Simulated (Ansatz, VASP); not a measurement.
**Two plane-wave programs on Rb2CdSe2O6**

```
Rb Cd Se O
1.0
    -5.75030   -3.31994    6.55617
     5.75030   -3.31994    6.55617
     0.00000    6.63988    6.55617
Rb Cd Se O
8 4 8 24
Direct
  0.80228 0.80228 0.80228
  0.30228 0.30228 0.80228
  0.30228 0.80228 0.30228
  0.80228 0.30228 0.30228
  0.19772 0.19772 0.19772
  0.69772 0.69772 0.19772
  0.69772 0.19772 0.69772
  0.19772 0.69772 0.69772
  0.00000 0.00000 0.00000
  0.50000 0.50000 0.00000
  0.50000 0.00000 0.50000
  0.00000 0.50000 0.50000
  0.62588 0.62588 0.62588
  0.12588 0.12588 0.62588
  0.12588 0.62588 0.12588
  0.62588 0.12588 0.12588
  0.37412 0.37412 0.37412
  0.87412 0.87412 0.37412
  0.87412 0.37412 0.87412
  0.37412 0.87412 0.87412
  0.51069 0.74482 0.51069
  0.01069 0.24482 0.51069
  0.01069 0.74482 0.01069
  0.51069 0.24482 0.01069
  0.51069 0.51069 0.74482
  0.01069 0.01069 0.74482
  0.01069 0.51069 0.24482
  0.51069 0.01069 0.24482
  0.74482 0.51069 0.51069
  0.24482 0.01069 0.51069
  0.24482 0.51069 0.01069
  0.74482 0.01069 0.01069
  0.48931 0.25518 0.48931
  0.98931 0.75518 0.48931
  0.98931 0.25518 0.98931
  0.48931 0.75518 0.98931
  0.25518 0.48931 0.48931
  0.75518 0.98931 0.48931
  0.75518 0.48931 0.98931
  0.25518 0.98931 0.98931
  0.48931 0.48931 0.25518
  0.98931 0.98931 0.25518
  0.98931 0.48931 0.75518
  0.48931 0.98931 0.75518
```

Alike in both runs: task electric field gradients; functional PBE; k mesh 2 × 2 × 2; no spin polarisation.

|  | VASP | Ansatz |
| --- | --- | --- |
| version | VASP 6.6.1 | Ansatz 0.2.0 |
| potentials or method | VASP PAW PBE potentials, release 64 (Rb_sv, Cd, Se, O) | plane-wave PAW, scalar-relativistic |
| plane-wave cutoff (eV) | 520 | 420 |
| occupations | gaussian, width 0.01 eV | fixed |
| valence electrons in the cell | 312 | 424 |

Ansatz gave:

| Quantity | Value |
| --- | --- |
| gap on the k mesh at the Fermi level (eV) | 3.88 |
| rms of the force components (eV/Å) | 0.001 |
| size of Vzz on the site where it differs most (V/Å²) | 312.7 |

What did VASP give for the same quantities?

gap on the k mesh at the Fermi level (eV): 3.86; rms of the force components (eV/Å): 0.101; size of Vzz on the site where it differs most (V/Å²): 300.0.

Atom by atom the forces differ by 0.101 eV/Å (rms over components). VASP's potentials hold 312 valence electrons a cell and Ansatz's 424, so a difference there can come from the potentials and not from the codes.
